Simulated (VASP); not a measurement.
Crystal: Ga.

```
CELL_PARAMETERS angstrom
1.38300 -4.02650 0.00000
1.38300 4.02650 0.00000
-0.11745 0.00000 3.32993
ATOMIC_POSITIONS crystal
Ga 0.13100 0.86900 0.75000
Ga 0.86900 0.13100 0.25000
```

* Program: VASP 6.6.1
* Task: relaxation of cell and atoms
* Functional: PBEsol
* Potentials or basis: VASP PAW PBE potentials, release 64 (Ga_d)
* Cutoff: 600 eV
* k mesh: 10 × 10 × 8
* Occupations: fermi-dirac, width 0.05 eV
* Spin: no spin polarisation

At the start: pressure -1.9 GPa; volume 18.54 Å³/atom.

Problem. Where does the relaxation end?

Solution. Over 19 steps the energy falls by 12.3 meV/atom and the volume is 17.96 Å³/atom (-3.2 %); space group C2/c (No. 15, to 0.1 Å) before, Cmcm (No. 63, to 0.1 Å).

Step by step:
```tsv
step	energy change (eV)	largest force (eV/Å)	pressure (GPa)	volume (Å³)
1	0.0000	0.1979	-1.88	37.09
2	-0.0128	0.1286	-0.16	35.93
3	-0.0138	0.1067	0.35	35.60
4	-0.0138	0.0983	0.57	35.49
5	-0.0173	0.0505	0.48	35.58
6	-0.0214	0.0448	0.22	35.75
7	-0.0180	0.2264	-0.10	36.05
8	-0.0223	0.0881	0.15	35.83
9	-0.0224	0.1233	0.02	35.87
10	-0.0234	0.0546	-0.07	35.99
11	-0.0238	0.0779	-0.08	35.95
12	-0.0245	0.0202	0.19	35.87
13	-0.0245	0.0079	0.29	35.86
14	-0.0243	0.0190	-0.25	36.11
15	-0.0246	0.0118	-0.16	35.92
16	-0.0246	0.0127	0.01	35.91
17	-0.0246	0.0048	-0.07	35.92
18	-0.0246	0.0089	-0.06	35.92
19	-0.0246	0.0057	0.01	35.91
```

Final structure:
```yaml
crystal:
  lattice:
    - [1.41133, -4.01297, 0.02032]
    - [1.41133, 4.01297, 0.02032]
    - [-0.07081, 0.00000, 3.16952]
  atoms:
    - { symbol: Ga, position: [0.13517, 0.86483, 0.75000] }
    - { symbol: Ga, position: [0.86482, 0.13517, 0.25000] }
```

Caveat: the PAW data sets were made with another functional, which shifts forces and pressure a little.
